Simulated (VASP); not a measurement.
SnO: single point with PBE

SnO:

```
Sn O
1.0
     3.80200    0.00000    0.00000
     0.00000    3.80200    0.00000
     0.00000    0.00000    4.83600
Sn O
2 2
Cartesian
  0.0000 1.9010 1.1534
  1.9010 0.0000 3.6826
  0.0000 0.0000 0.0000
  1.9010 1.9010 0.0000
```

```json
{
 "Program": "VASP 6.6.1",
 "Task": "single point",
 "Functional": "PBE",
 "Potentials or basis": "VASP PAW PBE potentials, release 64 (Sn_d, O)",
 "Cutoff": "520 eV",
 "k mesh": "14 × 14 × 12",
 "Occupations": "gaussian, width 0.15 eV",
 "Spin": "no spin polarisation",
 "Dipole correction": "no",
 "Further INCAR settings": "ALGO = Normal; EDIFF = 1e-06; NBANDS = 28"
}
```

```yaml
Pressure: 4.4 GPa
Largest_force: 0.438 eV/Å
```

Forces on the atoms (eV/Å):
```
Sn   0.000  0.000  0.438
Sn   0.000  0.000 -0.438
O    0.000  0.000  0.000
O    0.000  0.000  0.000
```

Stress tensor (GPa, compression positive):
```
4.82 0.00 0.00
0.00 4.82 0.00
0.00 0.00 3.63
```

Levels at points of the mesh, in eV from the Fermi level:
```csv
k point,band 17,band 18,band 19,band 20,band 21,band 22,band 23,band 24
"(0.00, 0.00, 0.00)",-3.64,-3.32,-3.32,-0.11,1.99,4.27,4.54,4.54
"(0.50, 0.00, 0.00)",-5.00,-5.00,-2.87,-2.87,3.07,3.07,5.78,5.78
"(0.50, 0.50, 0.00)",-2.66,-2.66,-2.03,-2.03,-0.08,-0.08,4.33,4.33
"(0.00, 0.00, 0.50)",-3.34,-3.34,-3.24,-2.39,1.59,2.81,2.81,3.56
"(0.50, 0.00, 0.50)",-4.97,-4.97,-1.89,-1.89,2.46,2.46,5.29,5.29
"(0.50, 0.50, 0.50)",-2.83,-2.83,-2.66,-2.66,2.19,2.19,3.93,3.93
```

Run time: 6.1 min on 1 thread of Intel(R) Xeon(R) Platinum 8488C (Sapphire Rapids), on a shared host, peak memory 0.47 GiB.

Caveat: spin-orbit coupling is left out, which moves the levels of the heavy elements.
